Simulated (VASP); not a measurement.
Wanted: the native input for a VASP 6.6.1 run.

| Item | Value |
| --- | --- |
| Task | single point |
| Functional | LDA |
| Potentials or basis | VASP PAW LDA potentials, release 64 (Cl, O, Li_sv) |
| Cutoff | 520 eV |
| k mesh | 4 × 4 × 4 |
| Occupations | methfessel-paxton, width 0.01 eV |
| Spin | no spin polarisation |
| Dipole correction | no |
| Further INCAR settings | ALGO = Normal; EDIFF = 1e-07; NBANDS = 19 |

The structure of Li3ClO lies in POSCAR:

```
Li3ClO
1.0
    3.7455262970      0.0000000000      0.0000000000
    0.0000000000      3.7455262970      0.0000000000
    0.0000000000      0.0000000000      3.7455262970
Cl O Li
1 1 3
Direct
    0.0000000000      0.0000000000      0.0000000000
    0.5000000000      0.5000000000      0.5000000000
    0.5000000000      0.5000000000      0.0000000000
    0.0000000000      0.5000000000      0.5000000000
    0.5000000000      0.0000000000      0.5000000000
```

The input as run:

INCAR

```
ALGO     = Normal         # electronic algorithm
EDIFF    = 1E-7           # SCF threshold, eV
ENCUT    = 520            # plane-wave cutoff, eV
ISIF     = 2              # what is computed and relaxed
ISMEAR   = 1              # smearing method
LASPH    = T              # aspherical terms in the spheres
LCHARG   = F              # write CHGCAR
LREAL    = F              # projectors in reciprocal space
LWAVE    = F              # write WAVECAR
NBANDS   = 19             # bands
NELM     = 80             # most SCF steps
PREC     = Accurate       # precision mode
SIGMA    = 0.01           # smearing width, eV
```

KPOINTS

```
k-points
0
Gamma
  4 4 4
```

Potentials or basis: VASP PAW LDA potentials, release 64 (Cl, O, Li_sv).

Command:

```console
$ cat potpaw_LDA.64/Cl/POTCAR potpaw_LDA.64/O/POTCAR potpaw_LDA.64/Li_sv/POTCAR > POTCAR
$ mpirun -np 1 vasp_std > vasp.out
```

It gave:

```yaml
Band_gap_on_the_k_mesh: 4.71 eV, direct
```

It took 6.2 s on 1 thread of Intel(R) Xeon(R) Platinum 8488C (Sapphire Rapids) (shared host), peak memory 0.13 GiB.
